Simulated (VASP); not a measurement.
# As (Im-3m) in VASP: notebook, part 2 of 2

VASP 6.6.1.

**6. Single point, BLYP**

File INCAR:

```
SYSTEM = As
PREC     = Accurate       ! precision mode
ENCUT    = 520            ! plane-wave cutoff, eV
EDIFF    = 1E-7           ! SCF threshold, eV
ISMEAR   = -1             ! smearing method
SIGMA    = 0.1            ! smearing width, eV
LREAL    = .FALSE.        ! projectors in reciprocal space
LASPH    = .TRUE.         ! aspherical terms in the spheres
NELM     = 100            ! most SCF steps
ALGO     = Normal         ! electronic algorithm
ISIF     = 2              ! what is computed and relaxed
LWAVE    = .FALSE.        ! write WAVECAR
LCHARG   = .FALSE.        ! write CHGCAR
GGA      = B5             ! functional
ALDAX    = 1.0          
AGGAX    = 1.0          
AGGAC    = 1.0          
ALDAC    = 0.0          
NBANDS   = 8              ! bands
```

File KPOINTS:

```
regular mesh
0
G
  21 21 21
  0 0 0
```

File POSCAR:

```
As
1.0
   -1.7403445870      1.7403445870      1.7403445870
    1.7403445870     -1.7403445870      1.7403445870
    1.7403445870      1.7403445870     -1.7403445870
As
1
Direct
    0.0000000000      0.0000000000      0.0000000000
```

Potentials or basis: VASP PAW PBE potentials, release 64 (As).

Launch:

```console
> cat potpaw_PBE.64/As/POTCAR > POTCAR
> mpirun -np 1 vasp_std > vasp.out
```

OUTCAR:

```text
SYSTEM = As
   PREC = Accurate
   ENCUT = 520
   EDIFF = 1E-7
   ISMEAR = -1
   LREAL = .FALSE.
   LASPH = .TRUE.
   NELM = 100
   ISIF = 2
   GGA = B5

 ion  position               nearest neighbor table
   1  0.000  0.000  0.000-

  LATTYP: Found a body centered cubic cell.
 ALAT       =     3.4806891740

  Lattice vectors:

 A1 = (  -1.7403445870,   1.7403445870,   1.7403445870)
 A2 = (   1.7403445870,  -1.7403445870,   1.7403445870)
 A3 = (   1.7403445870,   1.7403445870,  -1.7403445870)

Analysis of symmetry for initial positions (statically):
=====================================================================
 Subroutine PRICEL returns:
 Original cell was already a primitive cell.

 Routine SETGRP: Setting up the symmetry group for a
 body centered cubic supercell.

 Subroutine GETGRP returns: Found 48 space group operations
 (whereof 48 operations were pure point group operations)
 out of a pool of 48 trial point group operations.

The static configuration has the point symmetry O_h .

Analysis of symmetry for dynamics (positions and initial velocities):
[... 158 lines left out ...]
 val. band max:        5.7262978531   @ k =  -0.3333   0.4286   0.0952
 cond. band min:       5.7417463897   @ k =  -0.2381   0.3810   0.0952
 fundamental gap:      0.0154485366
 Fermi energy:         5.7400359663

 k-point     1 :       0.0000    0.0000    0.0000
  band No.  band energies     occupation
      1      -8.3962      2.00000
      2      10.7162      0.00000
      3      10.7162      0.00000
      4      10.7162      0.00000
      5      18.4546      0.00000
      6      18.4546      0.00000
      7      18.4546      0.00000
      8      18.9541      0.00000
[... 243 lines left out ...]
 k-point    24 :       0.1905    0.0952    0.0000
  band No.  band energies     occupation
      1      -7.0195      2.00000
      2       5.4243      1.91842
      3       8.2127      0.00000
      4       9.7225      0.00000
      5      15.6995      0.00000
      6      16.5048      0.00000
      7      19.5077      0.00000
      8      21.4693      0.00000

 [... further k-points ...]

------------------------ aborting loop because EDIFF is reached ----------------------------------------

  FORCE on cell =-STRESS in cart. coord.  units (eV):
  Direction    XX          YY          ZZ          XY          YZ          ZX
  --------------------------------------------------------------------------------------
  -------------------------------------------------------------------------------------
  Total        0.0179901      0.0179901      0.0179901      0.0000000      0.0000000      0.0000000
  in kB        1.3670282      1.3670282      1.3670282      0.0000000      0.0000000      0.0000000
  external PRESSURE =       1.3670282 kB  Pullay stress =       0.0000000 kB

 VOLUME and BASIS-vectors are now :
 -----------------------------------------------------------------------------
  energy-cutoff  :      520.00
  volume of cell :       21.08
      direct lattice vectors                 reciprocal lattice vectors
    -1.740344587  1.740344587  1.740344587     0.000000000  0.287299425  0.287299425
     1.740344587 -1.740344587  1.740344587     0.287299425  0.000000000  0.287299425
     1.740344587  1.740344587 -1.740344587     0.287299425  0.287299425  0.000000000

 POSITION                                       TOTAL-FORCE (eV/Angst)
 -----------------------------------------------------------------------------------
      0.00000      0.00000      0.00000        -0.000000      0.000000      0.000000
 -----------------------------------------------------------------------------------
    total drift:                                0.000000      0.000000      0.000000

  FREE ENERGIE OF THE ION-ELECTRON SYSTEM (eV)
  ---------------------------------------------------
  free  energy   TOTEN  =        -3.3844147957 eV

  energy  without entropy=       -3.3626444829  energy(sigma->0) =       -3.37352964
```

OSZICAR:

```text
N       E                     dE             d eps       ncg     rms          rms(c)
DAV:   1     0.358548006239E+01    0.35855E+01   -0.21080E+03  4584   0.468E+02
DAV:   2    -0.329969543647E+01   -0.68852E+01   -0.66079E+01  6296   0.498E+01
DAV:   3    -0.338002095259E+01   -0.80326E-01   -0.80109E-01  5232   0.572E+00
DAV:   4    -0.338009646187E+01   -0.75509E-04   -0.75509E-04  7200   0.206E-01
DAV:   5    -0.338009648678E+01   -0.24910E-07   -0.24384E-07  5312   0.225E-03    0.140E+00
DAV:   6    -0.338236374804E+01   -0.22673E-02   -0.98002E-04  6096   0.208E-01    0.832E-01
DAV:   7    -0.338434763183E+01   -0.19839E-02   -0.26494E-03  5648   0.348E-01    0.447E-02
DAV:   8    -0.338441445615E+01   -0.66824E-04   -0.96936E-05  6488   0.741E-02    0.395E-03
DAV:   9    -0.338441484148E+01   -0.38533E-06   -0.85975E-07  5680   0.728E-03    0.202E-03
DAV:  10    -0.338441479574E+01    0.45741E-07   -0.92600E-08  6200   0.260E-03
   1 F= -.33844148E+01 E0= -.33735296E+01  d E =-.217703E-01
```

stdout:

```text
POSCAR found type information on POSCAR As
 POSCAR found :  1 types and       1 ions
 scaLAPACK will be used
 -----------------------------------------------------------------------------
|                                                                             |
|                                                                             |
|     You enforced a specific xc type in the INCAR file but a different       |
|     I HOPE YOU KNOW WHAT YOU ARE DOING!                                     |
|                                                                             |
 -----------------------------------------------------------------------------

 LDA part: xc-table for (Slater(with rela. corr.)+VWN5), standard interpolation
 POSCAR, INCAR and KPOINTS ok, starting setup
 FFT: planning ... GRIDC
 FFT: planning ... GRID_SOFT
 FFT: planning ... GRID
 WAVECAR not read
 entering main loop
```

Wall time 14 s (1 thread of Intel Xeon 6975P-C (Granite Rapids), shared host); peak memory 0.17 GiB.

Results:

```yaml
Free_energy: -3.3844 eV
Pressure: 0.1 GPa
```

Caveat: the PAW data sets were made with another functional, which shifts forces and pressure a little.

**7. The runs side by side**

| cell | k mesh | gap on the mesh (eV) | pressure (GPa) |
| --- | --- | --- | --- |
| a = 3.014 Å, angles 109.5°, 1 atom | 14 × 14 × 14 | none | 0.0 |
| a = 3.054 Å, angles 109.5°, 1 atom | 14 × 14 × 14 | none | -2.2 |
| a = 3.093 Å, angles 109.5°, 1 atom | 14 × 14 × 14 | none | -4.0 |
| a = 3.130 Å, angles 109.5°, 1 atom | 14 × 14 × 14 | none | -5.5 |
| a = 3.014 Å, angles 109.5°, 1 atom | 21 × 21 × 21 | none | 0.1 |

Alike in all rows: task single point; level BLYP; potentials or basis VASP PAW PBE potentials, release 64 (As); no spin polarisation; cutoff (eV) 520; smearing fermi-dirac 0.1 eV.

Caveats: the PAW data sets were made with another functional, which shifts forces and pressure a little.

Total energies depend on the potentials used, so only differences within one code and one set of settings carry meaning.
